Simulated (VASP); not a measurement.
# HC18F in VASP: single point with PBE

Aim: the single point of HC18F with PBE.

Program: VASP 6.6.1. These are calculated values, not measurements. Logs are shortened: lines on timing, memory, paths and dates and some standing lists are left out, and cuts for length are marked.

### Step 1. The cell of the first run

The cell holds a slab with vacuum, 20 atoms: a = 7.398 Å, b = 7.398 Å, c = 12.000 Å, α = 90.00°, β = 90.00°, γ = 120.00°.

### Step 2. Single point, PBE

INCAR reads:

```
SYSTEM = HC18F
PREC = Accurate
ENCUT = 520
EDIFF = 1E-7
ISMEAR = 0
SIGMA = 0.02
LREAL = Auto
LASPH = .True.
NELM = 60
ALGO = Normal
ISIF = 2
LWAVE = .False.
LCHARG = .True.
GGA = PE
LELF = .True.
LVHAR = .True.
NBANDS = 56
```

KPOINTS reads:

```
regular mesh
0
Gamma
  2 2 1
  0 0 0
```

POSCAR reads:

```
HC18F
1.0
    7.3980000000      0.0000000000      0.0000000000
   -3.6990000000      6.4068560000      0.0000000000
    0.0000000000      0.0000000000     12.0000000000
C F H
18 1 1
Direct
   -0.0260870031     -0.0109593535      0.0758155000
    0.1936263545      0.0990729306      0.0756032500
   -0.0284090984      0.3213145418      0.0764485000
    0.1962576826      0.4335683524      0.0757966667
   -0.0275349719      0.6568889639      0.0757969167
    0.1949752906      0.7681168423      0.0757358333
    0.3048444958     -0.0121544795      0.0756260833
    0.5291667908      0.0999842981      0.0756713333
    0.3058672220      0.3234741034      0.0755723333
    0.5283191163      0.4347861104      0.0755964167
    0.3072436339      0.6560074083      0.0757162500
    0.5269169019      0.7657005246      0.0757357500
    0.6388680813     -0.0100518882      0.0758927500
    0.8614958744      0.1011023191      0.0762573333
    0.6404629405      0.3225925477      0.0757026667
    0.8601511095      0.4326533951      0.0760045000
    0.6381478783      0.6544982438      0.0757331667
    0.8624675747      0.7665972202      0.0757640833
    0.9713043676      0.2642143042      0.3450575000
    0.9565542935      0.2635503280      0.2674170833
```

Potentials or basis: VASP PAW PBE potentials, release 64 (C, F, H).

On the command line:

```
$ cat potpaw_PBE.64/C/POTCAR potpaw_PBE.64/F/POTCAR potpaw_PBE.64/H/POTCAR > POTCAR
$ mpirun -np 1 vasp_std > vasp.out
```

OUTCAR:

```text
SYSTEM = HC18F
   PREC = Accurate
   ENCUT = 520
   EDIFF = 1E-7
   ISMEAR = 0
   LREAL = Auto
   LASPH = .True.
   NELM = 60
   ISIF = 2
   GGA = PE

 ion  position               nearest neighbor table
   1  0.974  0.989  0.076-   2 1.41  18 1.43  14 1.44
   2  0.194  0.099  0.076-   1 1.41   7 1.43   9 1.44
   3  0.972  0.321  0.076-  14 1.41  16 1.43   4 1.44
   4  0.196  0.434  0.076-   9 1.41  11 1.43   3 1.44
   5  0.972  0.657  0.076-  18 1.41   6 1.43  16 1.44
   6  0.195  0.768  0.076-   7 1.41   5 1.43  11 1.44
[... 10 lines left out ...]
  17  0.638  0.654  0.076-  10 1.41  12 1.43  18 1.44
  18  0.862  0.767  0.076-   5 1.41   1 1.43  17 1.44
  19  0.971  0.264  0.345-  20 0.94
  20  0.957  0.264  0.267-  19 0.94

  LATTYP: Found a hexagonal cell.
 ALAT       =     7.3980000000
 C/A-ratio  =     1.6220600162

  Lattice vectors:

 A1 = (   7.3980000000,   0.0000000000,   0.0000000000)
 A2 = (  -3.6990000000,   6.4068560000,   0.0000000000)
 A3 = (   0.0000000000,   0.0000000000,  12.0000000000)

Analysis of symmetry for initial positions (statically):
=====================================================================
 Subroutine PRICEL returns:
 Original cell was already a primitive cell.

 Routine SETGRP: Setting up the symmetry group for a
 hexagonal supercell.

 Subroutine GETGRP returns: Found  1 space group operations
 (whereof  1 operations were pure point group operations)
 out of a pool of 24 trial point group operations.

The static configuration has the point symmetry C_1 .

Analysis of symmetry for dynamics (positions and initial velocities):
=====================================================================
 Subroutine PRICEL returns:
 Original cell was already a primitive cell.

 Routine SETGRP: Setting up the symmetry group for a
 hexagonal supercell.

 Subroutine GETGRP returns: Found  1 space group operations
 (whereof  1 operations were pure point group operations)
 out of a pool of 24 trial point group operations.

The dynamic configuration has the point symmetry C_1 .

 Subroutine INISYM returns: Found  1 space group operations
 (whereof  1 operations are pure point group operations),
 and found     1 'primitive' translations

----------------------------------------------------------------------------------------

                                     Primitive cell
[... 110 lines left out ...]
   IBRION =     -1    ionic relax: 0-MD 1-quasi-New 2-CG
   NFREE  =      0    steps in history (QN), initial steepest desc. (CG)
   ISIF   =      2    stress and relaxation
   ISYM   =      2    0-nonsym 1-usesym 2-fastsym
   POTIM  = 0.5000    time-step for ionic-motion
   TEBEG  =    0.0;   TEEND  =   0.0 temperature during run
   PSTRESS=    0.0 pullay stress
   NELECT =      80.0000    total number of electrons
   NUPDOWN=      -1.0000    fix difference up-down
   EMIN   =  10.00;   EMAX   =-10.00  energy-range for DOS
   EFERMI =   0.00;   METHOD = LEGACY
   ISMEAR =     0;   SIGMA  =   0.02  broadening in eV -4-tet -1-fermi 0-gaus
   EFERMI_NEDOS =   21; number of points for ismear=-14 and -15
   IALGO  =     38    algorithm
   IMIX   =      4    mixing-type and parameters
     AMIX     =   0.40;   BMIX     =  1.00
     AMIX_MAG =   1.60;   BMIX_MAG =  1.00
  volume/ion in A,a.u.               =      28.44       191.91
  Fermi-wavevector in a.u.,A,eV,Ry     =   0.851382  1.608879  9.862209  0.724852
  Thomas-Fermi vector in A             =   1.967507
   LORBIT       =      0    0 simple, 1 ext, 2 COOP (PROOUT), +10 PAW based schemes
   GGA     = PE    functional components
   LHFCALC =     F    Hartree Fock is set to
   AEXX    =    0.0000 exact exchange contribution
   IVDW    =     0    specifies the selected vdW correction
   LEPSILON=     F    determine dielectric tensor
   LRPA    =     F    only Hartree local field effects (RPA)
 non-spin polarized calculation
 Gauss-broadening in eV      SIGMA  =   0.02
  energy-cutoff  :      520.00
  volume of cell :      568.78
 maximum number of plane-waves:     15363
 NGX is ok and might be reduce to    56
   NGX = 27   NGY = 27   NGZ = 45

 number of electron      79.9999995 magnetization

 Free energy of the ion-electron system (eV)
  ---------------------------------------------------
  ext. energy  EPLUGINS =         0.00000000
  ---------------------------------------------------
  free energy    TOTEN  =      -173.56858199 eV

  energy without entropy =     -173.56858199  energy(sigma->0) =     -173.56858199

 E-fermi :  -2.0387     XC(G=0):  -3.9624

 val. band max:       -2.1274334825   @ k =   0.0000   0.0000   0.0000
 cond. band min:      -1.9402232372   @ k =   0.0000   0.0000   0.0000
 fundamental gap:      0.1872102453
 Fermi energy:        -2.0386858810

 k-point     1 :       0.0000    0.0000    0.0000
  band No.  band energies     occupation
      1     -27.0338      2.00000
      2     -21.5586      2.00000
      3     -19.0633      2.00000
      4     -19.0268      2.00000
      5     -18.9968      2.00000
      6     -18.9687      2.00000
[... 209 lines left out ...]
     51       4.0952      0.00000
     52       4.2844      0.00000
 [bands above 52 left out]

------------------------ aborting loop because EDIFF is reached ----------------------------------------

  FORCE on cell =-STRESS in cart. coord.  units (eV):
  Direction    XX          YY          ZZ          XY          YZ          ZX
  --------------------------------------------------------------------------------------
  -------------------------------------------------------------------------------------
  Total        1.5971642      1.6116666      0.0824204     -0.0024982     -0.0050064      0.0107062
  in kB        4.4990375      4.5398893      0.2321694     -0.0070370     -0.0141024      0.0301581
  external PRESSURE =       3.0903654 kB  Pullay stress =       0.0000000 kB

 VOLUME and BASIS-vectors are now :
 -----------------------------------------------------------------------------
  energy-cutoff  :      520.00
  volume of cell :      568.78
      direct lattice vectors                 reciprocal lattice vectors
     7.398000000  0.000000000  0.000000000     0.135171668  0.078041398  0.000000000
    -3.699000000  6.406856000  0.000000000     0.000000000  0.156082796  0.000000000
     0.000000000  0.000000000 12.000000000     0.000000000  0.000000000  0.083333333

 POSITION                                       TOTAL-FORCE (eV/Angst)
 -----------------------------------------------------------------------------------
      3.54655      6.33664      0.90979        -0.006892      0.013426     -0.001291
      1.06598      0.63475      0.90724        -0.002887      0.007126      0.001688
      5.99929      2.05862      0.91738         0.013742     -0.008477      0.002194
     -0.15185      2.77781      0.90956        -0.003798     -0.017488      0.001132
      4.76446      4.20859      0.90956        -0.011180     -0.006908      0.003203
     -1.39884      4.92121      0.90883         0.011517      0.006938     -0.006363
[... 12 lines left out ...]
      6.20838      1.69278      4.14069         0.031439     -0.003670      0.306988
      6.10172      1.68853      3.20900        -0.038387     -0.002033     -0.302780
 -----------------------------------------------------------------------------------
    total drift:                               -0.008619     -0.005327     -0.042478

  FREE ENERGIE OF THE ION-ELECTRON SYSTEM (eV)
  ---------------------------------------------------
  free  energy   TOTEN  =      -173.5685819890 eV

  energy  without entropy=     -173.5685819890  energy(sigma->0) =     -173.56858199
```

It took 8.9 min on 1 thread of Intel Xeon 8259CL, shared host; peak memory 0.6 GiB.

What came out:

```yaml
Free_energy: -173.5686 eV
Largest_force: 0.309 eV/Å
Band_gap_on_the_k_mesh: 0.19 eV
```

Forces in eV/Å, atoms in the order of the input:
```
C   -0.007  0.013 -0.001
C   -0.003  0.007  0.002
C    0.014 -0.008  0.002
C   -0.004 -0.017  0.001
C   -0.011 -0.007  0.003
C    0.012  0.007 -0.006
C    0.014 -0.001  0.001
C   -0.004 -0.013 -0.003
C   -0.008 -0.009 -0.006
C    0.015 -0.001  0.005
C    0.007  0.014  0.003
C   -0.010  0.018  0.000
C   -0.010 -0.007  0.001
C    0.008  0.003  0.005
C   -0.009  0.009 -0.004
C   -0.013  0.003 -0.002
C    0.013 -0.001 -0.002
C    0.002 -0.003 -0.002
F    0.031 -0.004  0.307
H   -0.038 -0.002 -0.303
```

Caveat: the k points lie up to 0.49 Å⁻¹ apart; there is no dipole correction, which matters where the two faces differ; semilocal functionals underestimate gaps, and a narrow one can read as zero.
